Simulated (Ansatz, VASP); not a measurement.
**Two plane-wave programs on Al7Sn**

Contents of INCAR:

```
  PREC = Accurate
  ENCUT = 600
  EDIFF = 1E-7
  ISMEAR = 0
  SIGMA = 0.1
  LREAL = False
  LASPH = True
  NELM = 100
  ALGO = Fast
  ISIF = 3
  LWAVE = False
  LCHARG = False
  GGA = PE
  IBRION = 2
  NSW = 100
  EDIFFG = -0.01
```

KPOINTS

```
regular mesh
0
Gamma
  8 8 8
```

Contents of POSCAR:

```
Al7Sn
1.0
    0.0000000000      4.1316412300      4.1316412300
    4.1316412300      0.0000000000      4.1316412300
    4.1316412300      4.1316412300      0.0000000000
Al Sn
7 1
Direct
    0.0000000000      0.0000000000      0.5000000000
    0.0000000000      0.5000000000      0.0000000000
    0.0000000000      0.5000000000      0.5000000000
    0.5000000000      0.0000000000      0.0000000000
    0.5000000000      0.0000000000      0.5000000000
    0.5000000000      0.5000000000      0.0000000000
    0.5000000000      0.5000000000      0.5000000000
    0.0000000000      0.0000000000      0.0000000000
```

Input for Ansatz:

```yaml
crystal:
  lattice:
    - [0.0, 4.13164123, 4.13164123]
    - [4.13164123, 0.0, 4.13164123]
    - [4.13164123, 4.13164123, 0.0]
  atoms:
    - { symbol: Al, position: [0.0, 0.0, 0.5] }
    - { symbol: Al, position: [0.0, 0.5, 0.0] }
    - { symbol: Al, position: [0.0, 0.5, 0.5] }
    - { symbol: Al, position: [0.5, 0.0, 0.0] }
    - { symbol: Al, position: [0.5, 0.0, 0.5] }
    - { symbol: Al, position: [0.5, 0.5, 0.0] }
    - { symbol: Al, position: [0.5, 0.5, 0.5] }
    - { symbol: Sn, position: [0.0, 0.0, 0.0] }
basis:
  ecutwfc: 420
kpoints:
  mp_grid: { grid: [8, 8, 8] }
hamiltonian:
  xc: pbe
scf:
  occupations: { method: gaussian, width: 0.1 }
output:
  forces: true
  stress: true
  eigenvalues: true
relax:
  adjacent_minimum: "off"
  f_tol: 0.01
  max_steps: 80
  cell: { stress_tol: 0.05 }
```

Alike in both runs: task relaxation of cell and atoms; functional PBE; k mesh 8 × 8 × 8; occupations gaussian, width 0.1 eV; no spin polarisation.

```csv
,VASP,Ansatz
version,VASP 6.6.1,Ansatz 0.2.0
potentials or method,"VASP PAW PBE potentials, release 64 (Al, Sn_d), cutoff 600 eV","scalar-relativistic, plane waves, PAW"
valence electrons in the cell,35,35
```

|  | VASP | Ansatz | Ansatz less VASP |
| --- | --- | --- | --- |
| gap on the k mesh at the Fermi level, each at its own relaxed structure (eV) | none | none | - |
| relaxed volume (Å³/atom) | 18.09 | 18.10 | +0.005 |
| relaxed length of the cell vector where the two differ most in proportion (Å) | 5.894 | 5.894 | +0.0006 |

A gap of «none» marks a metal or a gap that the smearing closes.
